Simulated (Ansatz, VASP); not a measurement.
Pd in VASP and in Ansatz

Contents of INCAR:

```
SYSTEM = Pd
ALGO = Fast
EDIFF = 1E-7
ENCUT = 520
GGA = PE
ISIF = 2
ISMEAR = 0
LASPH = .TRUE.
LCHARG = .FALSE.
LREAL = .FALSE.
LWAVE = .FALSE.
NBANDS = 28
NELM = 100
PREC = Accurate
SIGMA = 0.15
```

Contents of KPOINTS:

```
k-points
0
G
  24 24 6
  0 0 0
```

The input POSCAR:

```
Pd
1.0
    2.8580542772      0.0000000000      0.0000000000
   -1.4290271386      2.4751476094      0.0000000000
    0.0000000000      0.0000000000      8.6823937926
Pd
4
Direct
    0.0000000000      0.0000000000      0.0000000000
    0.3333333333      0.6666666667      0.2500000000
    0.0000000000      0.0000000000      0.5000000000
    0.6666666667      0.3333333333      0.7500000000
```

Input for Ansatz:

```yaml
crystal:
  lattice:
    - [2.8580542772, 0.0, 0.0]
    - [-1.4290271386, 2.4751476094, 0.0]
    - [0.0, 0.0, 8.6823937926]
  atoms:
    - { symbol: Pd, position: [0.0, 0.0, 0.0] }
    - { symbol: Pd, position: [0.3333333333, 0.6666666667, 0.25] }
    - { symbol: Pd, position: [0.0, 0.0, 0.5] }
    - { symbol: Pd, position: [0.6666666667, 0.3333333333, 0.75] }
basis:
  ecutwfc: 420
kpoints:
  mp_grid: { grid: [24, 24, 6] }
hamiltonian:
  xc: pbe
scf:
  occupations: { method: gaussian, width: 0.15 }
output:
  forces: true
  stress: true
  eigenvalues: true
```

Alike in both runs: task single point; functional PBE; k mesh 24 × 24 × 6; occupations gaussian, width 0.15 eV; no spin polarisation.

```csv
,VASP,Ansatz
version,VASP 6.6.1,Ansatz 0.2.0
potentials or method,"VASP PAW PBE potentials, release 64 (Pd), cutoff 520 eV","scalar-relativistic, plane waves, PAW"
valence electrons in the cell,40,72
```

```tsv
	VASP	Ansatz	Ansatz less VASP
gap on the k mesh at the Fermi level (eV)	none	none	-
pressure (GPa)	0.8	1.1	+0.30
traceless stress, the component that is largest in VASP (GPa)	6.56	6.61	+0.049
```

A gap of «none» marks a metal or a gap that the smearing closes. VASP's potentials hold 40 valence electrons a cell and Ansatz's 72, so a difference there can come from the potentials and not from the codes.
